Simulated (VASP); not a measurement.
Set up this calculation in VASP 6.6.1, as the native input.

```
Task                   : single point
Functional             : RPBE
Potentials or basis    : VASP PAW PBE potentials, release 64 (P)
Cutoff                 : 520 eV
k mesh                 : 14 × 14 × 14
Occupations            : fermi-dirac, width 0.1 eV
Spin                   : no spin polarisation
Dipole correction      : no
Further INCAR settings : ALGO = Normal; EDIFF = 1e-07; NBANDS = 8
```

The structure of P lies in POSCAR:

```
P
1.0
    2.5200968185      0.0000000000      0.0000000000
    0.0000000000      2.5200968185      0.0000000000
    0.0000000000      0.0000000000      2.5200968185
P
1
Direct
    0.0000000000      0.0000000000      0.0000000000
```

This cell differs from its parent crystal: volume scaled by 1.08.

These files were run (other wordings do the same):

INCAR

```
SYSTEM = P
  PREC = Accurate
  ENCUT = 520
  EDIFF = 1E-7
  ISMEAR = -1
  SIGMA = 0.1
  LREAL = .FALSE.
  LASPH = .TRUE.
  NELM = 80
  ALGO = Normal
  ISIF = 2
  LWAVE = .FALSE.
  LCHARG = .TRUE.
  GGA = RP
  LELF = .TRUE.
  LVHAR = .TRUE.
  NBANDS = 8
```

KPOINTS

```
Automatic mesh
0
G
  14 14 14
  0 0 0
```

Potentials or basis: VASP PAW PBE potentials, release 64 (P).

The run is started by

```sh
$ cat potpaw_PBE.64/P/POTCAR > POTCAR
$ mpirun -np 1 vasp_std > vasp.out
```

Results of the run:

```
Pressure : -6.7 GPa
```

Caveat: the PAW data sets were made with another functional, which shifts forces and pressure a little.

It took 9.9 s on 1 thread of Intel(R) Xeon(R) Platinum 8259CL CPU @ 2.50GHz (Skylake/Cascade Lake), with other jobs on the host, peak memory 0.13 GiB.
